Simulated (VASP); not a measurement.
# Ge (P4/mmm) in VASP: further runs

Ge is run at these levels: PBE-based screened hybrid with 5 % exact exchange, PBE-based screened hybrid with 10 % exact exchange; tasks: single point.

All numbers are computed with VASP 6.6.1; they aren't measurements. Logs are shortened: lines on timing, memory, paths and dates and some standing lists are left out, and cuts for length are marked.

## (1) The cell of the first run

The structure is tetragonal, space group P4/mmm (No. 123). Conventional cell: a = 5.241 Å, b = 5.241 Å, c = 2.655 Å, α = 90.00°, β = 90.00°, γ = 90.00°. Ge (site symmetry 4/mmm) has 6 Ge at 2.62 to 2.66 Å within 3.5 Å. Within 3.5 Å of Ge (site symmetry mmm) lie 4 Ge at 2.62 to 2.66 Å.

## (2) Single point, PBE-based screened hybrid with 5 % exact exchange

Input file POSCAR:

```
Ge
1.0
    5.2405800000      0.0000000000      0.0000000000
    0.0000000000      5.2405800000      0.0000000000
    0.0000000000      0.0000000000      2.6553600000
Ge
3
Direct
    0.0000000000      0.0000000000      0.0000000000
    0.0000000000      0.5000000000      0.0000000000
    0.5000000000      0.0000000000      0.0000000000
```

Input file INCAR.step1:

```
SYSTEM = Ge
PREC = Accurate
ENCUT = 520
EDIFF = 1E-5
ISMEAR = -1
SIGMA = 0.05
LREAL = .FALSE.
LASPH = .TRUE.
NELM = 100
ALGO = Normal
ISIF = 2
LWAVE = .TRUE.
LCHARG = .FALSE.
NBANDS = 28
GGA = PE
LUSENCCL = .FALSE.
```

Input file INCAR.step2:

```
SYSTEM = Ge
PREC = Accurate
ENCUT = 520
EDIFF = 1E-6
ISMEAR = -1
SIGMA = 0.05
LREAL = .FALSE.
LASPH = .TRUE.
NELM = 100
ALGO = Normal
ISIF = 2
LWAVE = .FALSE.
LCHARG = .FALSE.
GGA = PE
LHFCALC = .TRUE.
AEXX = 0.05
HFSCREEN = 0.2
PRECFOCK = Normal
NBANDS = 28
ISTART = 1
LUSENCCL = .FALSE.
```

Input file KPOINTS:

```
regular mesh
0
G
  3 3 5
  0 0 0
```

Potentials or basis: VASP PAW PBE potentials, release 64 (Ge_d).

Run with:

```bash
> cat potpaw_PBE.64/Ge_d/POTCAR > POTCAR
> cp INCAR.step1 INCAR
> mpirun -np 1 vasp_std > vasp.out
> cp INCAR.step2 INCAR
> mpirun -np 1 vasp_std > vasp.out
```

OUTCAR:

```text
SYSTEM = Ge
   PREC = Accurate
   ENCUT = 520
   EDIFF = 1E-6
   ISMEAR = -1
   LREAL = .FALSE.
   LASPH = .TRUE.
   NELM = 100
   ISIF = 2
   GGA = PE
   LHFCALC = .TRUE.
   AEXX = 0.05
   HFSCREEN = 0.2
   PRECFOCK = Normal
   ISTART = 1

 ion  position               nearest neighbor table
   1  0.000  0.000  0.000-   2 2.62   3 2.62   2 2.62   3 2.62
   2  0.000  0.500  0.000-   1 2.62   1 2.62
   3  0.500  0.000  0.000-   1 2.62   1 2.62

  LATTYP: Found a simple tetragonal cell.
 ALAT       =     5.2405800000
 C/A-ratio  =     0.5066920074

  Lattice vectors:

 A1 = (   5.2405800000,   0.0000000000,   0.0000000000)
 A2 = (   0.0000000000,   5.2405800000,   0.0000000000)
 A3 = (   0.0000000000,   0.0000000000,   2.6553600000)

Analysis of symmetry for initial positions (statically):
=====================================================================
 Subroutine PRICEL returns:
 Original cell was already a primitive cell.

 Routine SETGRP: Setting up the symmetry group for a
 simple tetragonal supercell.

 Subroutine GETGRP returns: Found 16 space group operations
 (whereof 16 operations were pure point group operations)
 out of a pool of 16 trial point group operations.

The static configuration has the point symmetry D_4h.

Analysis of symmetry for dynamics (positions and initial velocities):
=====================================================================
 Subroutine PRICEL returns:
 Original cell was already a primitive cell.

 Routine SETGRP: Setting up the symmetry group for a
 simple tetragonal supercell.

 Subroutine GETGRP returns: Found 16 space group operations
 (whereof 16 operations were pure point group operations)
 out of a pool of 16 trial point group operations.

The dynamic configuration has the point symmetry D_4h.

 Subroutine INISYM returns: Found 16 space group operations
 (whereof 16 operations are pure point group operations),
 and found     1 'primitive' translations

----------------------------------------------------------------------------------------

                                     Primitive cell

  volume of cell :      72.9260

  direct lattice vectors                    reciprocal lattice vectors
     5.240580000  0.000000000  0.000000000     0.190818574  0.000000000  0.000000000
     0.000000000  5.240580000  0.000000000     0.000000000  0.190818574  0.000000000
     0.000000000  0.000000000  2.655360000     0.000000000  0.000000000  0.376596770

  length of vectors
     5.240580000  5.240580000  2.655360000     0.190818574  0.190818574  0.376596770

  position of ions in fractional coordinates (direct lattice)
     0.000000000  0.000000000  0.000000000
     0.000000000  0.500000000  0.000000000
     0.500000000  0.000000000  0.000000000

  ion indices of the primitive-cell ions
   primitive index   ion index
                 1           1
                 2           2
                 3           3

----------------------------------------------------------------------------------------

 KPOINTS: regular mesh

Automatic generation of k-mesh.
 Grid dimensions read from file:
 generate k-points for:    3    3    5

 Generating k-lattice:

  Cartesian coordinates                     Fractional coordinates (reciprocal lattice)
     0.063606191  0.000000000  0.000000000     0.333333333  0.000000000  0.000000000
     0.000000000  0.063606191  0.000000000     0.000000000  0.333333333  0.000000000
     0.000000000  0.000000000  0.075319354     0.000000000  0.000000000  0.200000000

  Length of vectors
     0.063606191  0.063606191  0.075319354

  Shift w.r.t. Gamma in fractional coordinates (k-lattice)
     0.000000000  0.000000000  0.000000000

 Subroutine IBZKPT returns following result:
 ===========================================

 Found      9 irreducible k-points:

 Following reciprocal coordinates:
            Coordinates               Weight
  0.000000  0.000000  0.000000      1.000000
  0.333333  0.000000  0.000000      4.000000
  0.333333  0.333333  0.000000      4.000000
  0.000000  0.000000  0.200000      2.000000
  0.333333  0.000000  0.200000      8.000000
  0.333333  0.333333  0.200000      8.000000
  0.000000  0.000000  0.400000      2.000000
  0.333333  0.000000  0.400000      8.000000
  0.333333  0.333333  0.400000      8.000000
   k-points           NKPTS =      9   k-points in BZ     NKDIM =     45   number of bands    NBANDS=     28
   number of dos      NEDOS =    301   number of ions     NIONS =      3
   total plane-waves  NPLWV =  32000
   dimension x,y,z NGX =    40 NGY =   40 NGZ =   20
   dimension x,y,z NGXF=    80 NGYF=   80 NGZF=   40
   ions per type =               3
   NGX,Y,Z   is equivalent  to a cutoff of  12.69, 12.69, 12.52 a.u.
   NGXF,Y,Z  is equivalent  to a cutoff of  25.38, 25.38, 25.04 a.u.
 SYSTEM =  Ge
   PREC   = accura    normal or accurate (medium, high low for compatibility)
   ISTART =      1    job   : 0-new  1-cont  2-samecut
   ICHARG =      0    charge: 1-file 2-atom 10-const
   ISPIN  =      1    spin polarized calculation?
   LNONCOLLINEAR =      F non collinear calculations
   LSORBIT =      F    spin-orbit coupling
   LASPH  =      T    aspherical Exc in radial PAW
   ENCUT  =  520.0 eV  38.22 Ry    6.18 a.u.   9.74  9.74  4.94*2*pi/ulx,y,z
   NELM   =    100;   NELMIN=  2; NELMDL=  0     # of ELM steps
   EDIFF  = 0.1E-05   stopping-criterion for ELM
   LREAL  =      F    real-space projection
   EDIFFG = 0.1E-04   stopping-criterion for IOM
   NSW    =      0    number of steps for IOM
   IBRION =     -1    ionic relax: 0-MD 1-quasi-New 2-CG
   NFREE  =      0    steps in history (QN), initial steepest desc. (CG)
   ISIF   =      2    stress and relaxation
   ISYM   =      3    0-nonsym 1-usesym 2-fastsym
   POTIM  = 0.5000    time-step for ionic-motion
   TEBEG  =    0.0;   TEEND  =   0.0 temperature during run
   PSTRESS=    0.0 pullay stress
   NELECT =      42.0000    total number of electrons
   NUPDOWN=      -1.0000    fix difference up-down
   EMIN   =  10.00;   EMAX   =-10.00  energy-range for DOS
   EFERMI =   0.00;   METHOD = LEGACY
   ISMEAR =    -1;   SIGMA  =   0.05  broadening in eV -4-tet -1-fermi 0-gaus
   EFERMI_NEDOS =   21; number of points for ismear=-14 and -15
   IALGO  =     38    algorithm
   IMIX   =      1    mixing-type and parameters
     AMIX     =   0.40;   BMIX     =  1.00
     AMIX_MAG =   1.60;   BMIX_MAG =  1.00
  volume/ion in A,a.u.               =      24.31       164.04
  Fermi-wavevector in a.u.,A,eV,Ry     =   1.362063  2.573926 25.241744  1.855216
  Thomas-Fermi vector in A             =   2.488585
   LORBIT       =      0    0 simple, 1 ext, 2 COOP (PROOUT), +10 PAW based schemes
   GGA     = PE    functional components
   LHFCALC =     T    Hartree Fock is set to
   PRECFOCK=normal    Normal, Fast or Accurate (Low or Medium for compatibility)
   ENCUT4O =  -1.0   cutoff for four orbital integrals eV
   NKREDX  =     1    reduce k-point grid by
   NKREDY  =     1    reduce k-point grid by
   NKREDZ  =     1    reduce k-point grid by
   AEXX    =    0.0500 exact exchange contribution
   HFSCREEN=    0.2000 screening length (either q_TF or 0.3 A-1)
   HFSCREENC=   0.2000 screening length for correlation (either q_TF or 0.3 A-1)
   ENCUTFOCK=  -1.0 apply spherical cutoff to Coloumb kernel
   IVDW    =     0    specifies the selected vdW correction
   LEPSILON=     F    determine dielectric tensor
   LRPA    =     F    only Hartree local field effects (RPA)
 non-spin polarized calculation
  energy-cutoff  :      520.00
  volume of cell :       72.93
 maximum number of plane-waves:      1980
 NGX is ok and might be reduce to    40
  NGX = 30; NGY = 30; NGZ = 16

 number of electron      42.0000052 magnetization

 Free energy of the ion-electron system (eV)
  ---------------------------------------------------
  ext. energy  EPLUGINS =         0.00000000
  ---------------------------------------------------
  free energy    TOTEN  =       -12.44342204 eV

  energy without entropy =      -12.42623346  energy(sigma->0) =      -12.43482775

 E-fermi :   4.0264     XC(G=0):  -9.3800

 val. band max:        3.9794095004   @ k =   0.3333   0.0000   0.2000
 cond. band min:       4.2725876344   @ k =   0.0000   0.0000   0.0000
 fundamental gap:      0.2931781340
 Fermi energy:         4.0264027061

 k-point     1 :       0.0000    0.0000    0.0000
  band No.  band energies     occupation
      1     -21.2896      2.00000
      2     -21.2793      2.00000
      3     -21.2653      2.00000
      4     -21.2612      2.00000
      5     -21.2212      2.00000
      6     -21.1769      2.00000
[... 20 lines left out ...]
     27      13.1054      0.00000
     28      14.7063      0.00000

 k-point     2 :       0.3333    0.0000    0.0000
  band No.  band energies     occupation
      1     -21.2815      2.00000
      2     -21.2681      2.00000
      3     -21.2661      2.00000
      4     -21.2235      2.00000
      5     -21.2075      2.00000
      6     -21.1824      2.00000
[... 20 lines left out ...]
     27      13.1943      0.00000
     28      14.2649      0.00000

 k-point     3 :       0.3333    0.3333    0.0000
  band No.  band energies     occupation
      1     -21.2690      2.00000
      2     -21.2672      2.00000
      3     -21.2243      2.00000
      4     -21.2233      2.00000
      5     -21.1960      2.00000
      6     -21.1840      2.00000
[... 20 lines left out ...]
     27      13.1942      0.00000
     28      14.2018      0.00000

 k-point     4 :       0.0000    0.0000    0.2000
  band No.  band energies     occupation
      1     -21.2821      2.00000
      2     -21.2426      2.00000
      3     -21.2163      2.00000
      4     -21.1983      2.00000
      5     -21.1926      2.00000
      6     -21.1737      2.00000
[... 113 lines left out ...]
     27       9.2808      0.00000
     28      11.5482      0.00000

 k-point     8 :       0.3333    0.0000    0.4000
  band No.  band energies     occupation
      1     -21.2548      2.00000
      2     -21.2067      2.00000
      3     -21.1984      2.00000
      4     -21.1983      2.00000
      5     -21.1959      2.00000
      6     -21.1734      2.00000
[... 20 lines left out ...]
     27      11.0620      0.00000
     28      11.2434      0.00000

 k-point     9 :       0.3333    0.3333    0.4000
  band No.  band energies     occupation
      1     -21.2191      2.00000
      2     -21.2039      2.00000
      3     -21.1998      2.00000
      4     -21.1964      2.00000
      5     -21.1858      2.00000
      6     -21.1751      2.00000
[... 20 lines left out ...]
     27      10.7925      0.00000
     28      11.7047      0.00000

------------------------ aborting loop because EDIFF is reached ----------------------------------------

  FORCE on cell =-STRESS in cart. coord.  units (eV):
  Direction    XX          YY          ZZ          XY          YZ          ZX
  --------------------------------------------------------------------------------------
  -------------------------------------------------------------------------------------
  Total        1.7631953      1.7631953     -3.5525011      0.0000000      0.0000000      0.0000000
  in kB       38.7372593     38.7372593    -78.0481631      0.0000000      0.0000000      0.0000000
  external PRESSURE =      -0.1912148 kB  Pullay stress =       0.0000000 kB

 VOLUME and BASIS-vectors are now :
 -----------------------------------------------------------------------------
  energy-cutoff  :      520.00
  volume of cell :       72.93
      direct lattice vectors                 reciprocal lattice vectors
     5.240580000  0.000000000  0.000000000     0.190818574  0.000000000  0.000000000
     0.000000000  5.240580000  0.000000000     0.000000000  0.190818574  0.000000000
     0.000000000  0.000000000  2.655360000     0.000000000  0.000000000  0.376596770

 POSITION                                       TOTAL-FORCE (eV/Angst)
 -----------------------------------------------------------------------------------
      0.00000      0.00000      0.00000         0.000000      0.000000      0.000000
      0.00000      2.62029      0.00000         0.000000      0.000000      0.000000
      2.62029      0.00000      0.00000         0.000000      0.000000      0.000000
 -----------------------------------------------------------------------------------
    total drift:                               -0.000001     -0.000000      0.000000

  FREE ENERGIE OF THE ION-ELECTRON SYSTEM (eV)
  ---------------------------------------------------
  free  energy   TOTEN  =       -12.4434220437 eV

  energy  without entropy=      -12.4262334640  energy(sigma->0) =      -12.43482775
```

It took 13 min on 1 × NVIDIA H100 80GB with 1 thread of AMD EPYC 7R13 (Zen 3), shared host; peak memory 1.2 GiB.

Results:

- Free energy: -12.4434 eV
- Pressure: 0.0 GPa
- Band gap on the k mesh: zero (bands 21 and 22 overlap by 1.82 eV)

Levels at points of the mesh, in eV from the Fermi level:
```tsv
k point	band 18	band 19	band 20	band 21	band 22	band 23	band 24	band 25
(0.00, 0.00, 0.00)	-6.39	-4.98	-4.98	0.25	0.25	4.14	4.60	7.97
```

Caveat: the k points lie up to 0.47 Å⁻¹ apart, too coarse for converged energies and pressures of a metal; the PAW data sets were made with another functional, which shifts forces and pressure a little.

## (3) Single point, PBE-based screened hybrid with 10 % exact exchange

POSCAR is that of step 2.

Input file INCAR.step1:

```
SYSTEM = Ge
PREC = Accurate ; ENCUT = 520
EDIFF = 1E-5 ; ISMEAR = -1
SIGMA = 0.05 ; LREAL = .False.
LASPH = .True. ; NELM = 60
ALGO = Normal ; ISIF = 2
LWAVE = .True. ; LCHARG = .False.
GGA = PE ; NBANDS = 28
LUSENCCL = .False.
```

Input file INCAR.step2:

```
SYSTEM = Ge
PREC = Accurate ; ENCUT = 520
EDIFF = 1E-6 ; ISMEAR = -1
SIGMA = 0.05 ; LREAL = .False.
LASPH = .True. ; NELM = 60
ALGO = Normal ; ISIF = 2
LWAVE = .False. ; LCHARG = .False.
GGA = PE ; LHFCALC = .True.
AEXX = 0.1 ; HFSCREEN = 0.2
PRECFOCK = Normal ; ISTART = 1
NBANDS = 28 ; LUSENCCL = .False.
```

Input file KPOINTS:

```
Automatic mesh
0
Gamma
  3 3 5
  0 0 0
```

Potentials or basis: VASP PAW PBE potentials, release 64 (Ge_d).

Run with:

```bash
> cat potpaw_PBE.64/Ge_d/POTCAR > POTCAR
> cp INCAR.step1 INCAR
> mpirun -np 1 vasp_std > vasp.out
> cp INCAR.step2 INCAR
> mpirun -np 1 vasp_std > vasp.out
```

Wall time 14 min (1 × NVIDIA H100 80GB with 1 thread of AMD EPYC 7R13 (Zen 3), shared host); peak memory 1.2 GiB.

Results (log left out):

```yaml
Free_energy: -12.8495 eV
Pressure: -0.4 GPa
Band_gap_on_the_k_mesh: zero (bands 21 and 22 overlap by 1.90 eV)
```

Stress tensor (GPa, compression positive):
```
 3.62  0.00  0.00
 0.00  3.62  0.00
 0.00  0.00 -8.49
```

Levels at points of the mesh, in eV from the Fermi level:
| k point | band 19 | band 20 | band 21 | band 22 | band 23 | band 24 |
| --- | --- | --- | --- | --- | --- | --- |
| (0.00, 0.00, 0.00) | -5.13 | -5.13 | 0.27 | 0.27 | 4.18 | 4.65 |

Caveat: the k points lie up to 0.47 Å⁻¹ apart, too coarse for converged energies and pressures of a metal; the PAW data sets were made with another functional, which shifts forces and pressure a little.
